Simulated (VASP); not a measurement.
Input of a VASP 6.6.1 run:

Contents of INCAR:

```
SYSTEM = TePb
PREC     = Accurate       ! precision mode
ENCUT    = 500            ! plane-wave cutoff, eV
EDIFF    = 1E-6           ! SCF threshold, eV
ISMEAR   = -1             ! smearing method
SIGMA    = 0.05           ! smearing width, eV
LREAL    = .FALSE.        ! projectors in reciprocal space
LASPH    = .TRUE.         ! aspherical terms in the spheres
NELM     = 120            ! most SCF steps
ALGO     = Normal         ! electronic algorithm
ISIF     = 2              ! what is computed and relaxed
LWAVE    = .FALSE.        ! write WAVECAR
LCHARG   = .FALSE.        ! write CHGCAR
GGA      = PS             ! functional
NBANDS   = 17             ! bands
GGA_COMPAT= .FALSE.
```

File KPOINTS:

```
Automatic mesh
0
G
  9 9 9
  0 0 0
```

Contents of POSCAR:

```
TePb
1.0
    3.0669902792      0.0000000000      0.0000000000
    0.0000000000      3.0669902792      0.0000000000
    0.0000000000      0.0000000000      3.0669902792
Te Pb
1 1
Direct
    0.5000000000      0.5000000000      0.5000000000
    0.0000000000      0.0000000000      0.0000000000
```

Potentials or basis: VASP PAW PBE potentials, release 64 (Te, Pb_d).

Launch:

```bash
$ cat potpaw_PBE.64/Te/POTCAR potpaw_PBE.64/Pb_d/POTCAR > POTCAR
$ mpirun -np 1 vasp_std > vasp.out
```

Question: Estimate the band gap on the k mesh.

Answer: Zero (band 10 reaches 22.57 eV, above the bottom of band 11 at 16.16 eV).

Question: Predict the pressure.

Answer: 196.2 GPa.

Caveat: the PAW data sets were made with another functional, which shifts forces and pressure a little; spin-orbit coupling is left out, which moves the levels of the heavy elements.
